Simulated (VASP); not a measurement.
Wanted: the native input for a VASP 6.6.1 run.

- Task: relaxation of cell and atoms
- Functional: PBEsol
- Potentials or basis: VASP PAW PBE potentials, release 64 (Ca_sv, O)
- Cutoff: 600 eV
- k mesh: 8 × 8 × 8
- Occupations: fermi-dirac, width 0.03 eV
- Spin: no spin polarisation
- Dipole correction: no
- Further INCAR settings: ALGO = Normal; EDIFF = 1e-07; IBRION = 2; EDIFFG = -0.01; NSW = 100; ISIF = 3

The structure of CaO lies in POSCAR:

```
CaO
1.0
    0.0000000000      2.4035557000      2.4035557000
    2.4035557000      0.0000000000      2.4035557000
    2.4035557000      2.4035557000      0.0000000000
Ca O
1 1
Direct
    0.0000000000      0.0000000000      0.0000000000
    0.7500000000      0.7500000000      0.7500000000
```

These files were run (other wordings do the same):

INCAR

```
PREC     = Accurate       # precision mode
ENCUT    = 600            # plane-wave cutoff, eV
EDIFF    = 1E-7           # SCF threshold, eV
ISMEAR   = -1             # smearing method
SIGMA    = 0.03           # smearing width, eV
LREAL    = False          # projectors in reciprocal space
LASPH    = True           # aspherical terms in the spheres
NELM     = 80             # most SCF steps
ALGO     = Normal         # electronic algorithm
ISIF     = 3              # what is computed and relaxed
LWAVE    = False          # write WAVECAR
LCHARG   = False          # write CHGCAR
GGA      = PS             # functional
IBRION   = 2              # ionic algorithm
NSW      = 100            # ionic steps
EDIFFG   = -0.01          # ionic threshold
```

KPOINTS

```
Automatic mesh
0
Gamma
  8 8 8
```

Potentials or basis: VASP PAW PBE potentials, release 64 (Ca_sv, O).

The run is started by

```sh
$ cat potpaw_PBE.64/Ca_sv/POTCAR potpaw_PBE.64/O/POTCAR > POTCAR
$ mpirun -np 1 vasp_std > vasp.out
```

Results of the run:

```yaml
Relaxed_volume: 17.46 Å³/atom
Relaxed_cell: a = 3.669 Å, b = 3.669 Å, c = 3.669 Å, α = 60.00°, β = 60.00°, γ = 60.00°
Space_group_after_relaxing_to_0.1_Å: F-43m (No. 216)
Energy_gained_by_relaxing: 276.7 meV/atom
Ionic_steps: 5
Pressure_after_relaxing: 0.1 GPa
Band_gap_on_the_k_mesh: 3.24 eV (least direct gap 3.91 eV)
```

Caveat: the volume moved by over 15 % at a fixed basis, so the end points are rough; the PAW data sets were made with another functional, which shifts forces and pressure a little.

It took 61 s on 1 thread of Intel Xeon 8259CL, with other jobs on the host, peak memory 0.17 GiB.
